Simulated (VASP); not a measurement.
**Ca: single point with PBE**

Ca:

```
Ca
1.0
     0.00000    2.75179    2.75179
     2.75179    0.00000    2.75179
     2.75179    2.75179    0.00000
Ca
1
Direct
  0.00000 0.00000 0.00000
```

```
Program             : VASP 6.6.1
Task                : single point
Functional          : PBE
Potentials or basis : VASP PAW PBE potentials, release 64 (Ca_sv)
Cutoff              : 500 eV
k mesh              : 6 × 6 × 6
Occupations         : gaussian, width 0.05 eV
Spin                : no spin polarisation
```

The pressure is 0.0 GPa. The band gap on the k mesh is zero (bands 5 and 6 overlap by 0.16 eV).

Levels at points of the mesh, in eV from the Fermi level:
| k point | band 2 | band 3 | band 4 | band 5 | band 6 | band 7 | band 8 | band 9 |
| --- | --- | --- | --- | --- | --- | --- | --- | --- |
| (0.00, 0.00, 0.00) | -22.95 | -22.95 | -22.95 | -4.09 | 2.31 | 2.31 | 2.31 | 3.39 |
| (0.50, 0.00, 0.00) | -23.09 | -22.97 | -22.97 | -1.03 | -0.19 | 2.19 | 2.19 | 4.09 |
| (0.50, 0.50, 0.00) | -23.08 | -23.00 | -23.00 | -0.51 | 0.53 | 0.95 | 4.08 | 4.28 |

Wall time 12 s on 1 thread of Intel Xeon 8259CL, on a shared host, peak memory 0.15 GiB.
